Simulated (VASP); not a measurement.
# Sr3Ni (Pm-3m) in VASP: notebook

The runs below take Sr3Ni through single point, relaxation of cell and atoms, with PBE.

Program: VASP 6.6.1. These are calculated values, not measurements. Logs are shortened: lines on timing, memory, paths and dates and some standing lists are left out, and cuts for length are marked.

### Step 1. The cell of the first run

It takes space group Pm-3m (No. 221, cubic). The conventional cell has a = 5.269 Å, b = 5.269 Å, c = 5.269 Å, α = 90.00°, β = 90.00°, γ = 90.00°. Sr (site symmetry 4/mmm) has 8 Sr at 3.73 Å and 4 Ni at 3.73 Å within 4.9 Å. Within 4.9 Å of Ni (site symmetry m-3m) lie 12 Sr at 3.73 Å.

### Step 2. Single point, PBE

The input, INCAR:

```
SYSTEM = Sr3Ni
PREC = Accurate
ENCUT = 520
EDIFF = 1E-6
ISMEAR = 0
SIGMA = 0.1
LREAL = .FALSE.
LASPH = .TRUE.
NELM = 80
ALGO = Fast
ISIF = 2
LWAVE = .FALSE.
LCHARG = .TRUE.
GGA = PE
LELF = .TRUE.
LVHAR = .TRUE.
NBANDS = 28
```

The input, KPOINTS:

```
Automatic mesh
0
G
  10 10 10
  0 0 0
```

The input, POSCAR:

```
Sr3Ni
1.0
    5.2692990227      0.0000000000      0.0000000000
    0.0000000000      5.2692990227      0.0000000000
    0.0000000000      0.0000000000      5.2692990227
Sr Ni
3 1
Direct
    0.0000000000      0.5000000000      0.5000000000
    0.5000000000      0.0000000000      0.5000000000
    0.5000000000      0.5000000000      0.0000000000
    0.0000000000      0.0000000000      0.0000000000
```

Potentials or basis: VASP PAW PBE potentials, release 64 (Sr_sv, Ni).

Started as:

```console
> cat potpaw_PBE.64/Sr_sv/POTCAR potpaw_PBE.64/Ni/POTCAR > POTCAR
> mpirun -np 1 vasp_std > vasp.out
```

OUTCAR:

```text
SYSTEM = Sr3Ni
   PREC = Accurate
   ENCUT = 520
   EDIFF = 1E-6
   ISMEAR = 0
   LREAL = .FALSE.
   LASPH = .TRUE.
   NELM = 80
   ISIF = 2
   GGA = PE

 ion  position               nearest neighbor table
   1  0.000  0.500  0.500-   2 3.73   3 3.73   4 3.73   3 3.73   4 3.73   2 3.73   4 3.73   4 3.73
                             2 3.73   3 3.73   3 3.73   2 3.73
   2  0.500  0.000  0.500-   1 3.73   3 3.73   4 3.73   3 3.73   4 3.73   1 3.73   3 3.73   3 3.73
                             1 3.73   4 3.73   4 3.73   1 3.73
   3  0.500  0.500  0.000-   1 3.73   2 3.73   4 3.73   1 3.73   2 3.73   2 3.73   4 3.73   2 3.73
                             1 3.73   4 3.73   1 3.73   4 3.73
   4  0.000  0.000  0.000-   1 3.73   2 3.73   3 3.73   1 3.73   2 3.73   1 3.73   3 3.73   1 3.73
                             2 3.73   3 3.73   2 3.73   3 3.73

  LATTYP: Found a simple cubic cell.
 ALAT       =     5.2692990227

  Lattice vectors:

 A1 = (   5.2692990227,   0.0000000000,   0.0000000000)
 A2 = (   0.0000000000,   5.2692990227,   0.0000000000)
 A3 = (   0.0000000000,   0.0000000000,   5.2692990227)

Analysis of symmetry for initial positions (statically):
=====================================================================
 Subroutine PRICEL returns:
 Original cell was already a primitive cell.

 Routine SETGRP: Setting up the symmetry group for a
 simple cubic supercell.

 Subroutine GETGRP returns: Found 48 space group operations
 (whereof 48 operations were pure point group operations)
 out of a pool of 48 trial point group operations.

The static configuration has the point symmetry O_h .

Analysis of symmetry for dynamics (positions and initial velocities):
=====================================================================
 Subroutine PRICEL returns:
 Original cell was already a primitive cell.

 Routine SETGRP: Setting up the symmetry group for a
 simple cubic supercell.

 Subroutine GETGRP returns: Found 48 space group operations
 (whereof 48 operations were pure point group operations)
 out of a pool of 48 trial point group operations.

The dynamic configuration has the point symmetry O_h .

 Subroutine INISYM returns: Found 48 space group operations
 (whereof 48 operations are pure point group operations),
 and found     1 'primitive' translations

----------------------------------------------------------------------------------------

                                     Primitive cell

  volume of cell :     146.3048

[... 95 lines left out ...]
   NSW    =      0    number of steps for IOM
   IBRION =     -1    ionic relax: 0-MD 1-quasi-New 2-CG
   NFREE  =      0    steps in history (QN), initial steepest desc. (CG)
   ISIF   =      2    stress and relaxation
   ISYM   =      2    0-nonsym 1-usesym 2-fastsym
   POTIM  = 0.5000    time-step for ionic-motion
   TEBEG  =    0.0;   TEEND  =   0.0 temperature during run
   PSTRESS=    0.0 pullay stress
   NELECT =      40.0000    total number of electrons
   NUPDOWN=      -1.0000    fix difference up-down
   EMIN   =  10.00;   EMAX   =-10.00  energy-range for DOS
   EFERMI =   0.00;   METHOD = LEGACY
   ISMEAR =     0;   SIGMA  =   0.10  broadening in eV -4-tet -1-fermi 0-gaus
   EFERMI_NEDOS =   21; number of points for ismear=-14 and -15
   IALGO  =     68    algorithm
   IMIX   =      4    mixing-type and parameters
     AMIX     =   0.40;   BMIX     =  1.00
     AMIX_MAG =   1.60;   BMIX_MAG =  1.00
  volume/ion in A,a.u.               =      36.58       246.83
  Fermi-wavevector in a.u.,A,eV,Ry     =   1.062532  2.007894 15.360625  1.128974
  Thomas-Fermi vector in A             =   2.197986
   LORBIT       =      0    0 simple, 1 ext, 2 COOP (PROOUT), +10 PAW based schemes
   GGA     = PE    functional components
   LHFCALC =     F    Hartree Fock is set to
   AEXX    =    0.0000 exact exchange contribution
   IVDW    =     0    specifies the selected vdW correction
   LEPSILON=     F    determine dielectric tensor
   LRPA    =     F    only Hartree local field effects (RPA)
 non-spin polarized calculation
 RMM-DIIS sequential band-by-band and
 Gauss-broadening in eV      SIGMA  =   0.10
  energy-cutoff  :      520.00
  volume of cell :      146.30
 maximum number of plane-waves:      3960
 NGX is ok and might be reduce to    40
   NGX = 19   NGY = 19   NGZ = 19

 number of electron      39.9999986 magnetization

 Free energy of the ion-electron system (eV)
  ---------------------------------------------------
  ext. energy  EPLUGINS =         0.00000000
  ---------------------------------------------------
  free energy    TOTEN  =        -8.94366831 eV

  energy without entropy =       -8.92343953  energy(sigma->0) =       -8.93355392

 E-fermi :   2.5530     XC(G=0):  -8.4271

 val. band max:        2.5526238061   @ k =   0.5000   0.4000   0.2000
 cond. band min:       2.5908389710   @ k =   0.4000   0.3000   0.0000
 fundamental gap:      0.0382151649
 Fermi energy:         2.5529630120

 k-point     1 :       0.0000    0.0000    0.0000
  band No.  band energies     occupation
      1     -33.6427      2.00000
      2     -33.5600      2.00000
      3     -33.5600      2.00000
      4     -15.8867      2.00000
      5     -15.8867      2.00000
      6     -15.8867      2.00000
[... 733 lines left out ...]
     27       4.8605      0.00000
     28       6.0111      0.00000

 [... further k-points ...]

------------------------ aborting loop because EDIFF is reached ----------------------------------------

  FORCE on cell =-STRESS in cart. coord.  units (eV):
  Direction    XX          YY          ZZ          XY          YZ          ZX
  --------------------------------------------------------------------------------------
  -------------------------------------------------------------------------------------
  Total        0.0476502      0.0476502      0.0476502      0.0000000     -0.0000000      0.0000000
  in kB        0.5218157      0.5218157      0.5218157      0.0000000     -0.0000000      0.0000000
  external PRESSURE =       0.5218157 kB  Pullay stress =       0.0000000 kB

 VOLUME and BASIS-vectors are now :
 -----------------------------------------------------------------------------
  energy-cutoff  :      520.00
  volume of cell :      146.30
      direct lattice vectors                 reciprocal lattice vectors
     5.269299023  0.000000000  0.000000000     0.189778564  0.000000000  0.000000000
     0.000000000  5.269299023  0.000000000     0.000000000  0.189778564  0.000000000
     0.000000000  0.000000000  5.269299023     0.000000000  0.000000000  0.189778564

 POSITION                                       TOTAL-FORCE (eV/Angst)
 -----------------------------------------------------------------------------------
      0.00000      2.63465      2.63465         0.000000      0.000000      0.000000
      2.63465      0.00000      2.63465         0.000000      0.000000      0.000000
      2.63465      2.63465      0.00000         0.000000      0.000000      0.000000
      0.00000      0.00000      0.00000         0.000000      0.000000      0.000000
 -----------------------------------------------------------------------------------
    total drift:                               -0.000000     -0.000000     -0.000000

  FREE ENERGIE OF THE ION-ELECTRON SYSTEM (eV)
  ---------------------------------------------------
  free  energy   TOTEN  =        -8.9436683087 eV

  energy  without entropy=       -8.9234395312  energy(sigma->0) =       -8.93355392
```

stdout:

```text
POSCAR found type information on POSCAR SrNi
 POSCAR found :  2 types and       4 ions
 scaLAPACK will be used
 LDA part: xc-table for (Slater+PW92), standard interpolation
 POSCAR, INCAR and KPOINTS ok, starting setup
 FFT: planning ... GRIDC
 FFT: planning ... GRID_SOFT
 FFT: planning ... GRID
 WAVECAR not read
 entering main loop
WARNING in EDDRMM: call to ZHEGV failed, returncode =   6  3     21
WARNING in EDDRMM: call to ZHEGV failed, returncode =   8  4     24
WARNING in EDDRMM: call to ZHEGV failed, returncode =   8  4     13
WARNING in EDDRMM: call to ZHEGV failed, returncode =   8  4     26
WARNING in EDDRMM: call to ZHEGV failed, returncode =   6  3     20
WARNING in EDDRMM: call to ZHEGV failed, returncode =   6  3     14
WARNING in EDDRMM: call to ZHEGV failed, returncode =   6  3     27
WARNING in EDDRMM: call to ZHEGV failed, returncode =   8  4     27
WARNING in EDDRMM: call to ZHEGV failed, returncode =   8  4     23
WARNING in EDDRMM: call to ZHEGV failed, returncode =   6  3     27
```

Wall time 4.4 min (1 thread of Intel Xeon 6975P-C (Granite Rapids), shared host); peak memory 0.38 GiB.

What came out:

| Property | Result |
| --- | --- |
| Free energy | -8.9437 eV |
| Pressure | 0.1 GPa |
| Band gap on the k mesh | zero (bands 20 and 21 overlap by 1.13 eV) |

Levels at points of the mesh, in eV from the Fermi level:
| k point | band 17 | band 18 | band 19 | band 20 | band 21 | band 22 | band 23 | band 24 |
| --- | --- | --- | --- | --- | --- | --- | --- | --- |
| (0.00, 0.00, 0.00) | -0.82 | -0.82 | -0.82 | 0.87 | 0.87 | 0.97 | 0.97 | 0.97 |
| (0.50, 0.00, 0.00) | -0.68 | -0.68 | -0.59 | -0.30 | 0.73 | 0.73 | 1.11 | 1.82 |
| (0.50, 0.50, 0.00) | -0.68 | -0.68 | -0.68 | -0.56 | -0.26 | 0.67 | 1.22 | 1.44 |
| (0.50, 0.50, 0.50) | -0.59 | -0.59 | 0.07 | 0.07 | 0.07 | 0.68 | 0.68 | 0.68 |

Spin polarisation is off, so any magnetic state and its effect on volume and gap are missing.

### Step 3. Relaxation of cell and atoms, PBE

The input, INCAR:

```
PREC = Accurate ; ENCUT = 600
EDIFF = 1E-6 ; ISMEAR = 0
SIGMA = 0.1 ; LREAL = False
LASPH = True ; NELM = 100
ALGO = Fast ; ISIF = 3
LWAVE = False ; LCHARG = False
GGA = PE ; IBRION = 2
NSW = 100 ; EDIFFG = -0.01
```

The input, KPOINTS:

```
regular mesh
0
Gamma
  10 10 10
```

POSCAR is that of step 2.

Potentials or basis: VASP PAW PBE potentials, release 64 (Sr_sv, Ni).

Started as:

```console
> cat potpaw_PBE.64/Sr_sv/POTCAR potpaw_PBE.64/Ni/POTCAR > POTCAR
> mpirun -np 1 vasp_std > vasp.out
```

It took 4.2 min on 1 thread of Intel Xeon 6975P-C (Granite Rapids), shared host; peak memory 0.41 GiB.

It converged, with:

| Item | Value |
| --- | --- |
| Free energy | -8.9432 eV |
| Pressure after relaxing | 0.0 GPa |
| Band gap on the k mesh | zero (bands 20 and 21 overlap by 1.13 eV) |

Final structure:
```
CELL_PARAMETERS angstrom
5.26930 0.00000 0.00000
0.00000 5.26930 0.00000
0.00000 0.00000 5.26930
ATOMIC_POSITIONS crystal
Sr 0.00000 0.50000 0.50000
Sr 0.50000 0.00000 0.50000
Sr 0.50000 0.50000 0.00000
Ni 0.00000 0.00000 0.00000
```

Levels at points of the mesh, in eV from the Fermi level:
| k point | band 17 | band 18 | band 19 | band 20 | band 21 | band 22 | band 23 | band 24 |
| --- | --- | --- | --- | --- | --- | --- | --- | --- |
| (0.00, 0.00, 0.00) | -0.82 | -0.82 | -0.82 | 0.87 | 0.87 | 0.97 | 0.97 | 0.97 |
| (0.50, 0.00, 0.00) | -0.68 | -0.68 | -0.59 | -0.30 | 0.73 | 0.73 | 1.11 | 1.88 |
| (0.50, 0.50, 0.00) | -0.68 | -0.68 | -0.68 | -0.56 | -0.26 | 0.67 | 1.23 | 1.44 |
| (0.50, 0.50, 0.50) | -0.59 | -0.59 | 0.07 | 0.07 | 0.07 | 0.68 | 0.68 | 0.69 |

Caveat: the relaxation stopped at its first step, so nothing moved. Spin polarisation is off, so any magnetic state and its effect on volume and gap are missing.
